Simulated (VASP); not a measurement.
# MoH3 (Pm-3m) in VASP: notebook

Runs on MoH3. Level: PBE. Tasks: relaxation of cell and atoms, single point.

Everything below comes from runs of VASP 6.6.1. Logs are shortened: lines on timing, memory, paths and dates and some standing lists are left out, and cuts for length are marked.

### 1 The cell of the first run

It takes space group Pm-3m (No. 221, cubic). Conventional cell: a = 3.529 Å, b = 3.529 Å, c = 3.529 Å, α = 90.00°, β = 90.00°, γ = 90.00°. H (site symmetry 4/mmm) has 8 H at 2.50 Å and 4 Mo at 2.50 Å within 3.3 Å. Mo (site symmetry m-3m) has 12 H at 2.50 Å within 3.3 Å.

### 2 Relaxation of cell and atoms, PBE

INCAR

```
PREC = Accurate ; ENCUT = 600
EDIFF = 1E-7 ; ISMEAR = 0
SIGMA = 0.1 ; LREAL = F
LASPH = T ; NELM = 80
ALGO = Normal ; ISIF = 3
LWAVE = F ; LCHARG = F
GGA = PE ; IBRION = 2
NSW = 90 ; EDIFFG = -0.04
```

KPOINTS

```
regular mesh
0
Gamma
  6 6 6
```

POSCAR

```
MoH3
1.0
    3.5294525300      0.0000000000      0.0000000000
    0.0000000000      3.5294525300      0.0000000000
    0.0000000000      0.0000000000      3.5294525300
H Mo
3 1
Direct
    0.0000000000      0.5000000000      0.5000000000
    0.5000000000      0.0000000000      0.5000000000
    0.5000000000      0.5000000000      0.0000000000
    0.0000000000      0.0000000000      0.0000000000
```

Potentials or basis: VASP PAW PBE potentials, release 64 (H, Mo_sv).

Run with:

```
$ cat potpaw_PBE.64/H/POTCAR potpaw_PBE.64/Mo_sv/POTCAR > POTCAR
$ mpirun -np 1 vasp_std > vasp.out
```

OUTCAR:

```text
PREC = Accurate
   ENCUT = 600
   EDIFF = 1E-7
   ISMEAR = 0
   LREAL = F
   LASPH = T
   NELM = 80
   ISIF = 3
   GGA = PE
   IBRION = 2
   NSW = 90
   EDIFFG = -0.04

 ion  position               nearest neighbor table
   1  0.000  0.500  0.500-
   2  0.500  0.000  0.500-
   3  0.500  0.500  0.000-
   4  0.000  0.000  0.000-

  LATTYP: Found a simple cubic cell.
 ALAT       =     3.5294525300

  Lattice vectors:

 A1 = (   3.5294525300,   0.0000000000,   0.0000000000)
 A2 = (   0.0000000000,   3.5294525300,   0.0000000000)
 A3 = (   0.0000000000,   0.0000000000,   3.5294525300)

Analysis of symmetry for initial positions (statically):
=====================================================================
 Subroutine PRICEL returns:
 Original cell was already a primitive cell.

 Routine SETGRP: Setting up the symmetry group for a
 simple cubic supercell.

 Subroutine GETGRP returns: Found 48 space group operations
 (whereof 48 operations were pure point group operations)
 out of a pool of 48 trial point group operations.

The static configuration has the point symmetry O_h .

Analysis of symmetry for dynamics (positions and initial velocities):
=====================================================================
 Subroutine PRICEL returns:
 Original cell was already a primitive cell.

 Routine SETGRP: Setting up the symmetry group for a
 simple cubic supercell.

 Subroutine GETGRP returns: Found 48 space group operations
 (whereof 48 operations were pure point group operations)
 out of a pool of 48 trial point group operations.

The dynamic configuration has the point symmetry O_h .

 Subroutine INISYM returns: Found 48 space group operations
 (whereof 48 operations are pure point group operations),
 and found     1 'primitive' translations

----------------------------------------------------------------------------------------

                                     Primitive cell

  volume of cell :      43.9665

  direct lattice vectors                    reciprocal lattice vectors
     3.529452530  0.000000000  0.000000000     0.283330061  0.000000000  0.000000000
     0.000000000  3.529452530  0.000000000     0.000000000  0.283330061  0.000000000
     0.000000000  0.000000000  3.529452530     0.000000000  0.000000000  0.283330061

  length of vectors
     3.529452530  3.529452530  3.529452530     0.283330061  0.283330061  0.283330061

  position of ions in fractional coordinates (direct lattice)
     0.000000000  0.500000000  0.500000000
     0.500000000  0.000000000  0.500000000
     0.500000000  0.500000000  0.000000000
     0.000000000  0.000000000  0.000000000

  ion indices of the primitive-cell ions
   primitive index   ion index
                 1           1
                 2           2
                 3           3
                 4           4

----------------------------------------------------------------------------------------

 KPOINTS: regular mesh

Automatic generation of k-mesh.
 Grid dimensions read from file:
 generate k-points for:    6    6    6

 Generating k-lattice:

  Cartesian coordinates                     Fractional coordinates (reciprocal lattice)
     0.047221677  0.000000000  0.000000000     0.166666667  0.000000000  0.000000000
     0.000000000  0.047221677  0.000000000     0.000000000  0.166666667  0.000000000
     0.000000000  0.000000000  0.047221677     0.000000000  0.000000000  0.166666667

  Length of vectors
     0.047221677  0.047221677  0.047221677

  Shift w.r.t. Gamma in fractional coordinates (k-lattice)
     0.000000000  0.000000000  0.000000000

 Subroutine IBZKPT returns following result:
 ===========================================

 Found     20 irreducible k-points:

 Following reciprocal coordinates:
            Coordinates               Weight
  0.000000  0.000000  0.000000      1.000000
  0.166667  0.000000  0.000000      6.000000
  0.333333  0.000000  0.000000      6.000000
  0.500000  0.000000  0.000000      3.000000
  0.166667  0.166667  0.000000     12.000000
  0.333333  0.166667  0.000000     24.000000
[... 12 lines left out ...]
  0.500000  0.500000  0.333333      6.000000
  0.500000  0.500000  0.500000      1.000000
   k-points           NKPTS =     20   k-points in BZ     NKDIM =     20   number of bands    NBANDS=     12
   number of dos      NEDOS =    301   number of ions     NIONS =      4
   total plane-waves  NPLWV =  21952
   dimension x,y,z NGX =    28 NGY =   28 NGZ =   28
   dimension x,y,z NGXF=    56 NGYF=   56 NGZF=   56
   ions per type =               3   1
   NGX,Y,Z   is equivalent  to a cutoff of  13.19, 13.19, 13.19 a.u.
   NGXF,Y,Z  is equivalent  to a cutoff of  26.38, 26.38, 26.38 a.u.
 SYSTEM =  unknown system
   PREC   = accura    normal or accurate (medium, high low for compatibility)
   ISTART =      0    job   : 0-new  1-cont  2-samecut
   ICHARG =      2    charge: 1-file 2-atom 10-const
   ISPIN  =      1    spin polarized calculation?
   LNONCOLLINEAR =      F non collinear calculations
   LSORBIT =      F    spin-orbit coupling
   LASPH  =      T    aspherical Exc in radial PAW
   ENCUT  =  600.0 eV  44.10 Ry    6.64 a.u.   7.05  7.05  7.05*2*pi/ulx,y,z
   NELM   =     80;   NELMIN=  2; NELMDL= -5     # of ELM steps
   EDIFF  = 0.1E-06   stopping-criterion for ELM
   LREAL  =      F    real-space projection
   EDIFFG = -.4E-01   stopping-criterion for IOM
   NSW    =     90    number of steps for IOM
   IBRION =      2    ionic relax: 0-MD 1-quasi-New 2-CG
   NFREE  =      1    steps in history (QN), initial steepest desc. (CG)
   ISIF   =      3    stress and relaxation
   ISYM   =      2    0-nonsym 1-usesym 2-fastsym
   POTIM  = 0.5000    time-step for ionic-motion
   TEBEG  =    0.0;   TEEND  =   0.0 temperature during run
   PSTRESS=    0.0 pullay stress
   NELECT =      17.0000    total number of electrons
   NUPDOWN=      -1.0000    fix difference up-down
   EMIN   =  10.00;   EMAX   =-10.00  energy-range for DOS
   EFERMI =   0.00;   METHOD = LEGACY
   ISMEAR =     0;   SIGMA  =   0.10  broadening in eV -4-tet -1-fermi 0-gaus
   EFERMI_NEDOS =   21; number of points for ismear=-14 and -15
   IALGO  =     38    algorithm
   IMIX   =      4    mixing-type and parameters
     AMIX     =   0.40;   BMIX     =  1.00
     AMIX_MAG =   1.60;   BMIX_MAG =  1.00
  volume/ion in A,a.u.               =      10.99        74.18
  Fermi-wavevector in a.u.,A,eV,Ry     =   1.192661  2.253803 19.353484  1.422441
  Thomas-Fermi vector in A             =   2.328694
   LORBIT       =      0    0 simple, 1 ext, 2 COOP (PROOUT), +10 PAW based schemes
   GGA     = PE    functional components
   LHFCALC =     F    Hartree Fock is set to
   AEXX    =    0.0000 exact exchange contribution
   IVDW    =     0    specifies the selected vdW correction
   LEPSILON=     F    determine dielectric tensor
   LRPA    =     F    only Hartree local field effects (RPA)
 conjugate gradient relaxation of ions
 non-spin polarized calculation
 Gauss-broadening in eV      SIGMA  =   0.10
  energy-cutoff  :      600.00
  volume of cell :       43.97
 maximum number of plane-waves:      1492
   NGX = 15   NGY = 15   NGZ = 15

--------------------------------------- Ionic step        1  -------------------------------------------

 number of electron      17.0000007 magnetization

 Free energy of the ion-electron system (eV)
  ---------------------------------------------------
  ext. energy  EPLUGINS =         0.00000000
  ---------------------------------------------------
  free energy    TOTEN  =       -16.30676909 eV

  energy without entropy =      -16.25978234  energy(sigma->0) =      -16.28327572

 E-fermi :   3.0253     XC(G=0):  -9.7396

 val. band max:        3.0109836993   @ k =   0.3333   0.3333   0.1667
 cond. band min:       3.0397190163   @ k =   0.1667   0.1667   0.1667
 fundamental gap:      0.0287353170
 Fermi energy:         3.0253254753

 k-point     1 :       0.0000    0.0000    0.0000
  band No.  band energies     occupation
      1     -58.4980      2.00000
      2     -32.4556      2.00000
      3     -32.4556      2.00000
      4     -32.4556      2.00000
      5      -4.5541      2.00000
      6       0.2161      2.00000
      7       0.2161      2.00000
      8       3.6067      0.00000
      9       3.6067      0.00000
     10       3.6067      0.00000
     11       6.2178      0.00000
     12       6.2178      0.00000

 k-point     2 :       0.1667    0.0000    0.0000
  band No.  band energies     occupation
      1     -58.4971      2.00000
      2     -32.4729      2.00000
      3     -32.4543      2.00000
      4     -32.4543      2.00000
      5      -4.2131      2.00000
      6       0.1411      2.00000
      7       0.4461      2.00000
      8       3.3445      0.00001
      9       3.3445      0.00001
     10       3.6255      0.00000
     11       5.4982      0.00000
     12       5.6581      0.00000
[... 404 lines left out ...]
 POSITION                                       TOTAL-FORCE (eV/Angst)
 -----------------------------------------------------------------------------------
      0.00000      1.44814      1.44814         0.000000      0.000000      0.000000
      1.44814      0.00000      1.44814         0.000000      0.000000      0.000000
      1.44814      1.44814     -0.00000        -0.000000      0.000000      0.000000
      0.00000      0.00000      0.00000        -0.000000     -0.000000      0.000000
 -----------------------------------------------------------------------------------
    total drift:                               -0.000000     -0.000000     -0.000000

  FREE ENERGIE OF THE ION-ELECTRON SYSTEM (eV)
  ---------------------------------------------------
  free  energy   TOTEN  =       -19.7482503518 eV

  energy  without entropy=      -19.7311767020  energy(sigma->0) =      -19.73971353

--------------------------------------- Ionic step        5  -------------------------------------------

 number of electron      17.0000000 magnetization

 Free energy of the ion-electron system (eV)
  ---------------------------------------------------
  ext. energy  EPLUGINS =         0.00000000
  ---------------------------------------------------
  free energy    TOTEN  =       -19.75035323 eV

  energy without entropy =      -19.73287400  energy(sigma->0) =      -19.74161362

 E-fermi :   9.2215     XC(G=0): -12.3636

 val. band max:        9.1856625658   @ k =   0.3333   0.3333   0.1667
 cond. band min:       9.2749648373   @ k =   0.3333   0.3333   0.0000
 fundamental gap:      0.0893022716
 Fermi energy:         9.2215453977

 k-point     1 :       0.0000    0.0000    0.0000
  band No.  band energies     occupation
      1     -52.1475      2.00000
      2     -25.9803      2.00000
      3     -25.9803      2.00000
      4     -25.9803      2.00000
      5      -2.7401      2.00000
      6       3.6280      2.00000
      7       3.6280      2.00000
      8      10.7903      0.00000
      9      10.7903      0.00000
     10      10.7903      0.00000
     11      15.1641      0.00000
     12      15.1641      0.00000

 k-point     2 :       0.1667    0.0000    0.0000
  band No.  band energies     occupation
      1     -52.1328      2.00000
      2     -26.1400      2.00000
      3     -25.9668      2.00000
      4     -25.9668      2.00000
      5      -2.1669      2.00000
      6       3.7371      2.00000
      7       4.0066      2.00000
      8       9.9905      0.00000
      9       9.9905      0.00000
     10      10.8457      0.00000
     11      13.6085      0.00000
     12      13.7317      0.00000
[... 290 lines left out ...]
 POSITION                                       TOTAL-FORCE (eV/Angst)
 -----------------------------------------------------------------------------------
      0.00000      1.45447      1.45447         0.000000      0.000000      0.000000
      1.45447      0.00000      1.45447         0.000000      0.000000      0.000000
      1.45447      1.45447     -0.00000        -0.000000     -0.000000      0.000000
      0.00000      0.00000      0.00000        -0.000000     -0.000000      0.000000
 -----------------------------------------------------------------------------------
    total drift:                               -0.000000     -0.000000     -0.000000

  FREE ENERGIE OF THE ION-ELECTRON SYSTEM (eV)
  ---------------------------------------------------
  free  energy   TOTEN  =       -19.7503532337 eV

  energy  without entropy=      -19.7328740008  energy(sigma->0) =      -19.74161362

 reached required accuracy - stopping structural energy minimisation
```

Wall time 65 s (1 thread of Intel Xeon Platinum 8259CL at 2.50GHz (Skylake/Cascade Lake), shared host); peak memory 0.17 GiB.

Results:

```
Free energy                            : -19.7504 eV
Relaxed volume                         : 6.15 Å³/atom
Relaxed cell                           : a = 2.909 Å, b = 2.909 Å, c = 2.909 Å, α = 90.00°, β = 90.00°, γ = 90.00°
Space group after relaxing (to 0.05 Å) : Pm-3m (No. 221)
Energy gained by relaxing              : 860.9 meV/atom
Ionic steps                            : 5
Pressure after relaxing                : -0.3 GPa
```

Step by step:
```
step  energy change (eV)  largest force (eV/Å)  pressure (GPa)  volume (Å³)
   1              0.0000                0.0000          -34.70        43.97
   2             -2.8394                0.0000          -27.37        30.49
   3             -3.4207                0.0000           -7.16        25.58
   4             -3.4415                0.0000            2.37        24.30
   5             -3.4436                0.0000           -0.25        24.62
```

Final structure:
```xyz
4
Lattice="2.9089 0.0000 0.0000 0.0000 2.9089 0.0000 0.0000 0.0000 2.9089" Properties=species:S:1:pos:R:3 pbc="T T T"
H     0.0000    1.4545    1.4545
H     1.4545    0.0000    1.4545
H     1.4545    1.4545    0.0000
Mo    0.0000    0.0000    0.0000
```

Caveat: the volume moved by over 15 % at a fixed basis, so the end points are rough.

### 3 Single point, PBE, collinear spin, ferromagnetic start

This run uses another cell than the first one, of 6.20 Å³/atom, 0.564 times its volume.

INCAR

```
PREC = Accurate
ENCUT = 520
EDIFF = 1E-7
ISMEAR = 0
SIGMA = 0.1
LREAL = F
LASPH = T
NELM = 150
ALGO = Normal
ISIF = 2
LWAVE = F
LCHARG = F
ISPIN = 2
MAGMOM = 0 0 0 0.83
LORBIT = 11
LMAXMIX = 4
GGA = PE
NBANDS = 20
```

KPOINTS

```
Automatic mesh
0
Gamma
  16 16 16
```

POSCAR

```
MoH3
1.0
    2.9166884414      0.0000000000      0.0000000000
    0.0000000000      2.9166884414      0.0000000000
    0.0000000000      0.0000000000      2.9166884414
H Mo
3 1
Direct
    0.0000000000      0.5000000000      0.5000000000
    0.5000000000      0.0000000000      0.5000000000
    0.5000000000      0.5000000000      0.0000000000
    0.0000000000      0.0000000000      0.0000000000
```

Potentials or basis: VASP PAW PBE potentials, release 64 (H, Mo_sv).

Run with:

```
$ cat potpaw_PBE.64/H/POTCAR potpaw_PBE.64/Mo_sv/POTCAR > POTCAR
$ mpirun -np 1 vasp_std > vasp.out
```

OUTCAR:

```text
PREC = Accurate
   ENCUT = 520
   EDIFF = 1E-7
   ISMEAR = 0
   LREAL = F
   LASPH = T
   NELM = 150
   ISIF = 2
   ISPIN = 2
   LORBIT = 11
   GGA = PE

 ion  position               nearest neighbor table
   1  0.000  0.500  0.500-   4 2.06   4 2.06   4 2.06   4 2.06
   2  0.500  0.000  0.500-   4 2.06   4 2.06   4 2.06   4 2.06
   3  0.500  0.500  0.000-   4 2.06   4 2.06   4 2.06   4 2.06
   4  0.000  0.000  0.000-   1 2.06   2 2.06   3 2.06   1 2.06   2 2.06   1 2.06   3 2.06   1 2.06
                             2 2.06   3 2.06   2 2.06   3 2.06

  LATTYP: Found a simple cubic cell.
[... 1334 lines left out ...]
      direct lattice vectors                 reciprocal lattice vectors
     2.916688441  0.000000000  0.000000000     0.342854583  0.000000000  0.000000000
     0.000000000  2.916688441  0.000000000     0.000000000  0.342854583  0.000000000
     0.000000000  0.000000000  2.916688441     0.000000000  0.000000000  0.342854583

 POSITION                                       TOTAL-FORCE (eV/Angst)
 -----------------------------------------------------------------------------------
      0.00000      1.45834      1.45834         0.000000      0.000000      0.000000
      1.45834      0.00000      1.45834         0.000000      0.000000      0.000000
      1.45834      1.45834      0.00000         0.000000      0.000000      0.000000
      0.00000      0.00000      0.00000         0.000000      0.000000      0.000000
 -----------------------------------------------------------------------------------
    total drift:                                0.000000      0.000000      0.000000

  FREE ENERGIE OF THE ION-ELECTRON SYSTEM (eV)
  ---------------------------------------------------
  free  energy   TOTEN  =       -19.8290730570 eV

  energy  without entropy=      -19.8193878663  energy(sigma->0) =      -19.82423046

 total charge

# of ion       s       p       d       tot
------------------------------------------
    1        0.504   0.023   0.000   0.526
    2        0.504   0.023   0.000   0.526
    3        0.504   0.023   0.000   0.526
    4        2.270   6.170   4.009  12.449
--------------------------------------------------
tot          3.782   6.238   4.009  14.028

 magnetization (x)

# of ion       s       p       d       tot
------------------------------------------
    1       -0.014   0.005   0.000  -0.009
    2       -0.014   0.005   0.000  -0.009
    3       -0.014   0.005   0.000  -0.009
    4        0.023   0.019   0.872   0.915
--------------------------------------------------
tot         -0.018   0.034   0.872   0.887
```

OSZICAR:

```text
N       E                     dE             d eps       ncg     rms          rms(c)
DAV:   1     0.108387355473E+03    0.10839E+03   -0.82802E+03 13248   0.814E+02
DAV:   2    -0.190028396757E+02   -0.12739E+03   -0.12201E+03 15200   0.258E+02
DAV:   3    -0.211017805551E+02   -0.20989E+01   -0.20779E+01 15540   0.317E+01
DAV:   4    -0.211067892124E+02   -0.50087E-02   -0.50084E-02 14324   0.182E+00
DAV:   5    -0.211068169532E+02   -0.27741E-04   -0.27741E-04 15292   0.123E-01    0.202E+01
DAV:   6    -0.198319316252E+02    0.12749E+01   -0.14622E+00 14484   0.117E+01    0.538E+00
DAV:   7    -0.198221922638E+02    0.97394E-02   -0.97471E-02 14948   0.206E+00    0.265E+00
DAV:   8    -0.198248831531E+02   -0.26909E-02   -0.70741E-03 14572   0.677E-01    0.156E+00
DAV:   9    -0.198279432469E+02   -0.30601E-02   -0.52198E-03 14356   0.592E-01    0.277E-01
DAV:  10    -0.198286274063E+02   -0.68416E-03   -0.34444E-04 14724   0.146E-01    0.911E-02
DAV:  11    -0.198289954385E+02   -0.36803E-03   -0.31086E-04 14244   0.135E-01    0.501E-02
DAV:  12    -0.198290643254E+02   -0.68887E-04   -0.64568E-05 14904   0.550E-02    0.202E-02
DAV:  13    -0.198290724661E+02   -0.81407E-05   -0.96168E-06 14412   0.254E-02    0.841E-03
DAV:  14    -0.198290730073E+02   -0.54119E-06   -0.72930E-07 14840   0.682E-03    0.376E-03
DAV:  15    -0.198290730570E+02   -0.49713E-07   -0.49412E-08 10736   0.158E-03
   1 F= -.19829073E+02 E0= -.19824230E+02  d E =-.968519E-02  mag=     0.9993
```

stdout:

```text
POSCAR found type information on POSCAR H Mo
 POSCAR found :  2 types and       4 ions
 scaLAPACK will be used
 LDA part: xc-table for (Slater+PW92), standard interpolation
 POSCAR, INCAR and KPOINTS ok, starting setup
 FFT: planning ... GRIDC
 FFT: planning ... GRID_SOFT
 FFT: planning ... GRID
 WAVECAR not read
 entering main loop
```

Wall time 2.3 min (1 thread of Intel Xeon Platinum 8259CL at 2.50GHz (Skylake/Cascade Lake), shared host); peak memory 0.24 GiB.

What came out:

| Property | Result |
| --- | --- |
| Free energy | -19.8291 eV |
| Pressure | 0.0 GPa |
| Band gap on the k mesh | zero (filled and empty bands overlap) |
| Net moment | 1.00 μB per cell |
| Site moments | H -0.01; Mo +0.92 μB |
| Valence electrons inside the program's atomic spheres | H 0.53; Mo 12.45 |
